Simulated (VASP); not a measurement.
Al4Ni3: single point with PBEsol

System: Al4Ni3, a slab with vacuum.

```
Al Ni
1.0
     2.86217    0.00000    0.00000
     0.00000    2.86217    0.00000
     0.00000    0.00000   23.58650
Al Ni
4 3
Direct
  0.00000 0.00000 0.31798
  0.00000 0.00000 0.43933
  0.00000 0.00000 0.56067
  0.00000 0.00000 0.68202
  0.50000 0.50000 0.37865
  0.50000 0.50000 0.50000
  0.50000 0.50000 0.62135
```

- Program: VASP 6.6.1
- Task: single point
- Functional: PBEsol
- Potentials or basis: VASP PAW PBE potentials, release 64 (Al, Ni)
- Cutoff: 520 eV
- k mesh: 12 × 12 × 1
- Occupations: gaussian, width 0.1 eV
- Spin: no spin polarisation

The largest force is 0.269 eV/Å and the band gap on the k mesh is zero (bands 21 and 22 overlap by 1.50 eV).

Forces on the atoms (eV/Å):
```
Al   0.000  0.000  0.179
Al   0.000  0.000 -0.028
Al   0.000  0.000  0.028
Al   0.000  0.000 -0.179
Ni   0.000  0.000 -0.269
Ni   0.000  0.000  0.000
Ni   0.000  0.000  0.269
```

Levels at points of the mesh, in eV from the Fermi level:
```tsv
k point	band 17	band 18	band 19	band 20	band 21	band 22	band 23	band 24	band 25	band 26
(0.00, 0.00, 0.00)	-1.63	-1.60	-1.56	-0.92	-0.75	0.63	2.70	3.88	4.54	5.20
(0.50, 0.00, 0.00)	-2.09	-1.88	-1.63	-0.90	-0.76	-0.71	-0.10	-0.05	2.13	3.44
(0.50, 0.50, 0.00)	-1.07	-1.02	-1.02	0.48	0.48	1.50	1.66	2.16	2.16	2.32
```

Wall time 4.1 min on 1 thread of AMD EPYC 7R13 Processor (Zen 3) (shared host), peak memory 0.36 GiB.

Caveat: the PAW data sets were made with another functional, which shifts forces and pressure a little. Spin polarisation is off, so any magnetic state and its effect on volume and gap are missing.
